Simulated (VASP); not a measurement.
Set up this calculation in VASP 6.6.1, as the native input.

| Quantity | Value |
| --- | --- |
| Task | single point |
| Functional | LDA |
| Potentials or basis | VASP PAW LDA potentials, release 64 (O, H, C, N) |
| Cutoff | 520 eV |
| k mesh | 1 × 1 × 1 |
| Occupations | fermi-dirac, width 0.02 eV |
| Spin | no spin polarisation |
| Dipole correction | no |
| Further INCAR settings | LREAL = Auto; ALGO = Normal; EDIFF = 1e-06; NBANDS = 72 |

The structure of H23C2NO10 lies in POSCAR:

```
H23C2NO10
1.0
    5.9461310000      0.0000000000      0.0000000000
    0.0000000000      5.9461310000      0.0000000000
    0.0000000000      0.0000000000      5.9461310000
O H C N
10 23 2 1
Direct
    0.0264373590      0.9061354350      0.8076848626
    0.6364979177      0.9568911280      0.6378601481
    0.4018579476     -0.0854000694      0.1578505418
    0.7262369430      0.1669320773      0.0045744031
    0.1457922807      0.5281417446      0.1936217012
    0.2562170258      0.1464481694      0.4509823278
    0.2949480931      0.2483463617      0.9169996423
    0.9018637497      0.8831961489      0.2673166804
    0.8094338991      0.6215806547      0.9304537690
    0.8670511968      0.3397335175      0.5821600634
    0.0224179387      1.0472692243      0.7355034728
    0.1666966301      0.8186331583      0.7461490505
    0.6920466434      0.8201299299      0.7486380640
    0.5084482666      0.9316646404      0.5406709001
    0.3504800012     -0.2047549911      0.0754440156
    0.5469775220     -0.0100905950      0.1203976165
    0.8090807283      0.0681283342      0.1090288795
    0.6782897989      0.0395383149     -0.1315981770
    0.2503981160      0.4538581474      0.0843910099
    0.0129832323      0.4447261589      0.1643589756
    0.2786854175      0.3147592947      0.4276226003
    0.2887423772      0.0507388754      0.3095626383
    0.3217049877      0.2449323770      0.7564582751
    0.2335131870      0.1063716894      0.9851447942
    0.7979306208      0.8752750318      0.4021438478
    0.9141238227      0.7552978567      0.1678234132
    0.8991392891      0.6230942440      0.7997132926
    0.7471076571      0.4628892300      0.9366258496
    0.7622099143      0.2248352752      0.6459494417
    0.9849093469      0.2623050182      0.4889566005
    0.5130394874      0.3846703007      0.2275092829
    0.5989272688      0.6780711693      0.2154846572
    0.7782875957      0.4534881589      0.3303492641
    0.6014835529      0.5222723818      0.3194177861
    0.5070692186      0.5815546277      0.5412595182
    0.4223923085      0.6228924321      0.7123287395
```

One way to write it, as run:

INCAR

```
SYSTEM = H23C2NO10
PREC     = Accurate       ! precision mode
ENCUT    = 520            ! plane-wave cutoff, eV
EDIFF    = 1E-6           ! SCF threshold, eV
ISMEAR   = -1             ! smearing method
SIGMA    = 0.02           ! smearing width, eV
LREAL    = Auto         
LASPH    = .True.         ! aspherical terms in the spheres
NELM     = 120            ! most SCF steps
ALGO     = Normal         ! electronic algorithm
ISIF     = 2              ! what is computed and relaxed
LWAVE    = .False.        ! write WAVECAR
LCHARG   = .False.        ! write CHGCAR
GGA      = CA             ! functional
NBANDS   = 72             ! bands
GGA_COMPAT= .False.
```

KPOINTS

```
regular mesh
0
Gamma
  1 1 1
  0 0 0
```

Potentials or basis: VASP PAW LDA potentials, release 64 (O, H, C, N).

Launch:

```bash
$ cat potpaw_LDA.64/O/POTCAR potpaw_LDA.64/H/POTCAR potpaw_LDA.64/C/POTCAR potpaw_LDA.64/N/POTCAR > POTCAR
$ mpirun -np 1 vasp_gam > vasp.out
```

Results of the run:

- Pressure: 9.5 GPa
- Largest force: 3.963 eV/Å
- Band gap on the k mesh: 4.61 eV

Caveat: the k points lie up to 1.06 Å⁻¹ apart.

Wall time 26 s on 1 thread of Intel(R) Xeon(R) Platinum 8124M CPU @ 3.00GHz (Skylake/Cascade Lake), with other jobs on the host, peak memory 0.25 GiB.
